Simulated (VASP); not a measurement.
# Sn (Fd-3m) in VASP: further runs

Runs on Sn. Level: PBEsol. Tasks: single point.

All numbers are computed with VASP 6.6.1; they aren't measurements. Logs are shortened: lines on timing, memory, paths and dates and some standing lists are left out, and cuts for length are marked.

### 1 The cell of the first run

It takes space group Fd-3m (No. 227, cubic). The conventional cell has a = 6.370 Å, b = 6.370 Å, c = 6.370 Å, α = 90.00°, β = 90.00°, γ = 90.00°. Sn (site symmetry -43m) has 4 Sn at 2.76 Å within 3.6 Å.

This isn't the form of Sn at room conditions, which is tetragonal (white tin).

### 2 Single point, PBEsol

File INCAR:

```
SYSTEM = Sn
PREC     = Accurate       ! precision mode
ENCUT    = 520            ! plane-wave cutoff, eV
EDIFF    = 1E-6           ! SCF threshold, eV
ISMEAR   = -1             ! smearing method
SIGMA    = 0.08           ! smearing width, eV
LREAL    = .FALSE.        ! projectors in reciprocal space
LASPH    = .TRUE.         ! aspherical terms in the spheres
NELM     = 60             ! most SCF steps
ALGO     = Normal         ! electronic algorithm
ISIF     = 2              ! what is computed and relaxed
LWAVE    = .FALSE.        ! write WAVECAR
LCHARG   = .TRUE.         ! write CHGCAR
GGA      = PS             ! functional
LELF     = .TRUE.         ! ELF
LVHAR    = .TRUE.       
NBANDS   = 21             ! bands
```

File KPOINTS:

```
Automatic mesh
0
G
  14 14 14
  0 0 0
```

File POSCAR:

```
Sn
1.0
    0.0000000000      3.1848074764      3.1848074764
    3.1848074764      0.0000000000      3.1848074764
    3.1848074764      3.1848074764      0.0000000000
Sn
2
Direct
    0.5000000000      0.5000000000      0.5000000000
    0.7500000000      0.7500000000      0.7500000000
```

Potentials or basis: VASP PAW PBE potentials, release 64 (Sn_d).

Command:

```bash
$ cat potpaw_PBE.64/Sn_d/POTCAR > POTCAR
$ mpirun -np 1 vasp_std > vasp.out
```

OUTCAR:

```text
SYSTEM = Sn
   PREC = Accurate
   ENCUT = 520
   EDIFF = 1E-6
   ISMEAR = -1
   LREAL = .FALSE.
   LASPH = .TRUE.
   NELM = 60
   ISIF = 2
   GGA = PS

 ion  position               nearest neighbor table
   1  0.500  0.500  0.500-   2 2.76   2 2.76   2 2.76   2 2.76
   2  0.750  0.750  0.750-   1 2.76   1 2.76   1 2.76   1 2.76

  LATTYP: Found a face centered cubic cell.
 ALAT       =     6.3696149528

  Lattice vectors:

 A1 = (   0.0000000000,   3.1848074764,   3.1848074764)
 A2 = (   3.1848074764,   0.0000000000,   3.1848074764)
 A3 = (   3.1848074764,   3.1848074764,   0.0000000000)

Analysis of symmetry for initial positions (statically):
=====================================================================
 Subroutine PRICEL returns:
 Original cell was already a primitive cell.

 Routine SETGRP: Setting up the symmetry group for a
 face centered cubic supercell.

 Subroutine GETGRP returns: Found 48 space group operations
 (whereof 24 operations were pure point group operations)
 out of a pool of 48 trial point group operations.

The static configuration has the point symmetry T_d .
 The point group associated with its full space group is O_h .

Analysis of symmetry for dynamics (positions and initial velocities):
=====================================================================
 Subroutine PRICEL returns:
 Original cell was already a primitive cell.

 Routine SETGRP: Setting up the symmetry group for a
 face centered cubic supercell.

 Subroutine GETGRP returns: Found 48 space group operations
 (whereof 24 operations were pure point group operations)
 out of a pool of 48 trial point group operations.

The dynamic configuration has the point symmetry T_d .
 The point group associated with its full space group is O_h .

 Subroutine INISYM returns: Found 48 space group operations
 (whereof 24 operations are pure point group operations),
 and found     1 'primitive' translations

----------------------------------------------------------------------------------------

                                     Primitive cell

  volume of cell :      64.6070

  direct lattice vectors                    reciprocal lattice vectors
     0.000000000  3.184807476  3.184807476    -0.156995361  0.156995361  0.156995361
     3.184807476  0.000000000  3.184807476     0.156995361 -0.156995361  0.156995361
     3.184807476  3.184807476  0.000000000     0.156995361  0.156995361 -0.156995361
[... 74 lines left out ...]
 SYSTEM =  Sn
   PREC   = accura    normal or accurate (medium, high low for compatibility)
   ISTART =      0    job   : 0-new  1-cont  2-samecut
   ICHARG =      2    charge: 1-file 2-atom 10-const
   ISPIN  =      1    spin polarized calculation?
   LNONCOLLINEAR =      F non collinear calculations
   LSORBIT =      F    spin-orbit coupling
   LASPH  =      T    aspherical Exc in radial PAW
   ENCUT  =  520.0 eV  38.22 Ry    6.18 a.u.   8.37  8.37  8.37*2*pi/ulx,y,z
   NELM   =     60;   NELMIN=  2; NELMDL= -5     # of ELM steps
   EDIFF  = 0.1E-05   stopping-criterion for ELM
   LREAL  =      F    real-space projection
   EDIFFG = 0.1E-04   stopping-criterion for IOM
   NSW    =      0    number of steps for IOM
   IBRION =     -1    ionic relax: 0-MD 1-quasi-New 2-CG
   NFREE  =      0    steps in history (QN), initial steepest desc. (CG)
   ISIF   =      2    stress and relaxation
   ISYM   =      2    0-nonsym 1-usesym 2-fastsym
   POTIM  = 0.5000    time-step for ionic-motion
   TEBEG  =    0.0;   TEEND  =   0.0 temperature during run
   PSTRESS=    0.0 pullay stress
   NELECT =      28.0000    total number of electrons
   NUPDOWN=      -1.0000    fix difference up-down
   EMIN   =  10.00;   EMAX   =-10.00  energy-range for DOS
   EFERMI =   0.00;   METHOD = LEGACY
   ISMEAR =    -1;   SIGMA  =   0.08  broadening in eV -4-tet -1-fermi 0-gaus
   EFERMI_NEDOS =   21; number of points for ismear=-14 and -15
   IALGO  =     38    algorithm
   IMIX   =      4    mixing-type and parameters
     AMIX     =   0.40;   BMIX     =  1.00
     AMIX_MAG =   1.60;   BMIX_MAG =  1.00
  volume/ion in A,a.u.               =      32.30       217.99
  Fermi-wavevector in a.u.,A,eV,Ry     =   1.238895  2.341171 20.883032  1.534860
  Thomas-Fermi vector in A             =   2.373401
   LORBIT       =      0    0 simple, 1 ext, 2 COOP (PROOUT), +10 PAW based schemes
   GGA     = PS    functional components
   LHFCALC =     F    Hartree Fock is set to
   AEXX    =    0.0000 exact exchange contribution
   IVDW    =     0    specifies the selected vdW correction
   LEPSILON=     F    determine dielectric tensor
   LRPA    =     F    only Hartree local field effects (RPA)
 non-spin polarized calculation
  energy-cutoff  :      520.00
  volume of cell :       64.61
 maximum number of plane-waves:      1807
 NGX is ok and might be reduce to    36
   NGX = 17   NGY = 17   NGZ = 17

 number of electron      28.0000005 magnetization

 Free energy of the ion-electron system (eV)
  ---------------------------------------------------
  ext. energy  EPLUGINS =         0.00000000
  ---------------------------------------------------
  free energy    TOTEN  =        -8.40642889 eV

  energy without entropy =       -8.40424519  energy(sigma->0) =       -8.40533704

 E-fermi :   6.1695     XC(G=0):  -9.3139

 val. band max:        6.1516452082   @ k =   0.5000   0.0000   0.0000
 cond. band min:       6.1846707064   @ k =   0.4286   0.0000   0.0000
 fundamental gap:      0.0330254982
 Fermi energy:         6.1695107453

 k-point     1 :       0.0000    0.0000    0.0000
  band No.  band energies     occupation
      1     -15.6231      2.00000
      2     -15.6231      2.00000
      3     -15.6231      2.00000
      4     -15.5544      2.00000
      5     -15.5544      2.00000
      6     -15.1933      2.00000
[... 565 lines left out ...]
     20      13.4715      0.00000
     21      14.1763      0.00000

 [... further k-points ...]
[... 5 lines left out ...]
  --------------------------------------------------------------------------------------
  -------------------------------------------------------------------------------------
  Total        1.5829080      1.5829080      1.5829080      0.0000000      0.0000000     -0.0000000
  in kB       39.2542523     39.2542523     39.2542523      0.0000000      0.0000000     -0.0000000
  external PRESSURE =      39.2542523 kB  Pullay stress =       0.0000000 kB

 VOLUME and BASIS-vectors are now :
 -----------------------------------------------------------------------------
  energy-cutoff  :      520.00
  volume of cell :       64.61
      direct lattice vectors                 reciprocal lattice vectors
     0.000000000  3.184807476  3.184807476    -0.156995361  0.156995361  0.156995361
     3.184807476  0.000000000  3.184807476     0.156995361 -0.156995361  0.156995361
     3.184807476  3.184807476  0.000000000     0.156995361  0.156995361 -0.156995361

 POSITION                                       TOTAL-FORCE (eV/Angst)
 -----------------------------------------------------------------------------------
      3.18481      3.18481      3.18481        -0.000000     -0.000000     -0.000000
      4.77721      4.77721      4.77721         0.000000      0.000000      0.000000
 -----------------------------------------------------------------------------------
    total drift:                                0.000000      0.000000      0.000000

  FREE ENERGIE OF THE ION-ELECTRON SYSTEM (eV)
  ---------------------------------------------------
  free  energy   TOTEN  =        -8.4064288871 eV

  energy  without entropy=       -8.4042451903  energy(sigma->0) =       -8.40533704
```

OSZICAR:

```text
N       E                     dE             d eps       ncg     rms          rms(c)
DAV:   1     0.230891735953E+03    0.23089E+03   -0.14926E+04  4458   0.199E+03
DAV:   2     0.169887633434E+02   -0.21390E+03   -0.20904E+03  4383   0.454E+02
DAV:   3    -0.771209127262E+01   -0.24701E+02   -0.24536E+02  5088   0.141E+02
DAV:   4    -0.850227929548E+01   -0.79019E+00   -0.78981E+00  4973   0.285E+01
DAV:   5    -0.852912168714E+01   -0.26842E-01   -0.26842E-01  6372   0.511E+00    0.356E+00
DAV:   6    -0.844535668629E+01    0.83765E-01   -0.43939E-02  5950   0.270E+00    0.202E+00
DAV:   7    -0.840515853457E+01    0.40198E-01   -0.60849E-02  5362   0.264E+00    0.170E-01
DAV:   8    -0.840618823839E+01   -0.10297E-02   -0.74214E-03  4894   0.998E-01    0.558E-02
DAV:   9    -0.840642322218E+01   -0.23498E-03   -0.38343E-04  5446   0.174E-01    0.123E-02
DAV:  10    -0.840642778681E+01   -0.45646E-05   -0.16023E-05  5490   0.336E-02    0.540E-03
DAV:  11    -0.840642901458E+01   -0.12278E-05   -0.25641E-06  3971   0.116E-02    0.799E-04
DAV:  12    -0.840642888705E+01    0.12752E-06   -0.29001E-07  3259   0.795E-03
   1 F= -.84064289E+01 E0= -.84053370E+01  d E =-.218370E-02
```

Run time: 48 s. Hardware: 1 thread of Intel Xeon 6975P-C (Granite Rapids), shared host; peak memory 0.27 GiB.

Results:

* Free energy: -8.4064 eV
* Pressure: 3.9 GPa
* Band gap on the k mesh: zero (bands 14 and 15 overlap by 0.03 eV)

Caveat: the cell stands under pressure; the PAW data sets were made with another functional, which shifts forces and pressure a little; spin-orbit coupling is left out, which moves the levels of the heavy elements.

### 3 Single point, PBEsol

This run uses another cell than the first one, of 33.49 Å³/atom.

File INCAR:

```
SYSTEM = Sn
ALGO = Normal ; EDIFF = 1E-6
ENCUT = 520 ; GGA = PS
ISIF = 2 ; ISMEAR = -1
LASPH = .TRUE. ; LCHARG = .FALSE.
LREAL = .FALSE. ; LWAVE = .FALSE.
NBANDS = 21 ; NELM = 100
PREC = Accurate ; SIGMA = 0.08
```

File KPOINTS:

```
k-points
0
G
  14 14 14
  0 0 0
```

File POSCAR:

```
Sn
1.0
    0.0000000000      3.2233409973      3.2233409973
    3.2233409973      0.0000000000      3.2233409973
    3.2233409973      3.2233409973      0.0000000000
Sn
2
Direct
    0.5000000000      0.5000000000      0.5000000000
    0.7500000000      0.7500000000      0.7500000000
```

Potentials or basis: VASP PAW PBE potentials, release 64 (Sn_d).

Command:

```bash
$ cat potpaw_PBE.64/Sn_d/POTCAR > POTCAR
$ mpirun -np 1 vasp_std > vasp.out
```

It took 48 s on 1 thread of Intel Xeon 6975P-C (Granite Rapids), shared host; peak memory 0.27 GiB.

Results (log left out):

```yaml
Free_energy: -8.4501 eV
Pressure: 1.9 GPa
Band_gap_on_the_k_mesh: zero (bands 14 and 15 overlap by 0.11 eV)
```

Levels at points of the mesh, in eV from the Fermi level:
```tsv
k point	band 11	band 12	band 13	band 14	band 15	band 16	band 17	band 18
(0.00, 0.00, 0.00)	-10.81	-0.60	0.04	0.04	0.04	2.11	2.11	2.11
(0.50, 0.00, 0.00)	-9.14	-6.44	-1.20	-1.20	-0.07	3.18	3.18	5.46
(0.50, 0.50, 0.00)	-7.65	-7.65	-2.58	-2.58	0.69	0.69	7.79	7.79
```

Caveat: the PAW data sets were made with another functional, which shifts forces and pressure a little; spin-orbit coupling is left out, which moves the levels of the heavy elements.

### 4 Single point, PBEsol

This run uses another cell than the first one, of 34.20 Å³/atom.

File INCAR:

```
PREC = Accurate
ENCUT = 520
EDIFF = 1E-6
ISMEAR = -1
SIGMA = 0.08
LREAL = False
LASPH = True
NELM = 60
ALGO = Normal
ISIF = 2
LWAVE = False
LCHARG = False
GGA = PS
NBANDS = 21
```

File KPOINTS:

```
regular mesh
0
Gamma
  14 14 14
```

File POSCAR:

```
Sn
1.0
    0.0000000000      3.2460614424      3.2460614424
    3.2460614424      0.0000000000      3.2460614424
    3.2460614424      3.2460614424      0.0000000000
Sn
2
Direct
    0.5000000000      0.5000000000      0.5000000000
    0.7500000000      0.7500000000      0.7500000000
```

Command:

```bash
$ cat potpaw_PBE.64/Sn_d/POTCAR > POTCAR
$ mpirun -np 1 vasp_std > vasp.out
```

It took 61 s on 1 thread of Intel Xeon 6975P-C (Granite Rapids), shared host; peak memory 0.27 GiB.

It converged, with:

- Free energy: -8.4631 eV
- Pressure: 0.9 GPa
- Band gap on the k mesh: zero (bands 14 and 15 overlap by 0.15 eV)

Levels at points of the mesh, in eV from the Fermi level:
```tsv
k point	band 12	band 13	band 14	band 15	band 16	band 17
(0.00, 0.00, 0.00)	-0.73	0.06	0.06	0.06	2.12	2.12
(0.50, 0.00, 0.00)	-6.35	-1.15	-1.15	-0.10	3.18	3.18
(0.50, 0.50, 0.00)	-7.56	-2.50	-2.50	0.73	0.73	7.67
```

Caveat: the PAW data sets were made with another functional, which shifts forces and pressure a little; spin-orbit coupling is left out, which moves the levels of the heavy elements.

### 5 Single point, PBEsol

This run uses another cell than the first one, of 34.97 Å³/atom.

File INCAR:

```
SYSTEM = Sn
ALGO = Normal ; EDIFF = 1E-7
ENCUT = 520 ; GGA = PS
ISIF = 2 ; ISMEAR = -1
LASPH = .True. ; LCHARG = .False.
LREAL = .False. ; LWAVE = .False.
NBANDS = 21 ; NELM = 80
PREC = Accurate ; SIGMA = 0.08
```

File KPOINTS:

```
k-points
0
Gamma
  14 14 14
  0 0 0
```

File POSCAR:

```
Sn
1.0
    0.0000000000      3.2701694453      3.2701694453
    3.2701694453      0.0000000000      3.2701694453
    3.2701694453      3.2701694453      0.0000000000
Sn
2
Direct
    0.5000000000      0.5000000000      0.5000000000
    0.7500000000      0.7500000000      0.7500000000
```

Command:

```bash
$ cat potpaw_PBE.64/Sn_d/POTCAR > POTCAR
$ mpirun -np 1 vasp_std > vasp.out
```

It took 49 s on 1 thread of Intel Xeon 6975P-C (Granite Rapids), shared host; peak memory 0.27 GiB.

It converged, with:

```
Free energy            : -8.4676 eV
Pressure               : -0.1 GPa
Band gap on the k mesh : zero (bands 14 and 15 overlap by 0.19 eV)
```

Levels at points of the mesh, in eV from the Fermi level:
```tsv
k point	band 12	band 13	band 14	band 15	band 16	band 17
(0.00, 0.00, 0.00)	-0.87	0.07	0.07	0.07	2.13	2.13
(0.50, 0.00, 0.00)	-6.25	-1.10	-1.10	-0.13	3.18	3.18
(0.50, 0.50, 0.00)	-7.47	-2.41	-2.41	0.77	0.77	7.54
```

Caveat: the PAW data sets were made with another functional, which shifts forces and pressure a little; spin-orbit coupling is left out, which moves the levels of the heavy elements.

### 6 Overview

| cell | gap on the mesh (eV) | pressure (GPa) |
| --- | --- | --- |
| a = 4.504 Å, angles 60.0°, 2 atoms | none | 3.9 |
| a = 4.558 Å, angles 60.0°, 2 atoms | none | 1.9 |
| a = 4.591 Å, angles 60.0°, 2 atoms | none | 0.9 |
| a = 4.625 Å, angles 60.0°, 2 atoms | none | -0.1 |

Alike in all rows: task single point; level PBEsol; potentials or basis VASP PAW PBE potentials, release 64 (Sn_d); no spin polarisation; k mesh 14 × 14 × 14; cutoff (eV) 520; smearing fermi-dirac 0.08 eV.

Caveats: the PAW data sets were made with another functional, which shifts forces and pressure a little; spin-orbit coupling is left out, which moves the levels of the heavy elements; the cell stands under pressure (at least some runs).

Total energies depend on the potentials used, so only differences within one code and one set of settings carry meaning.
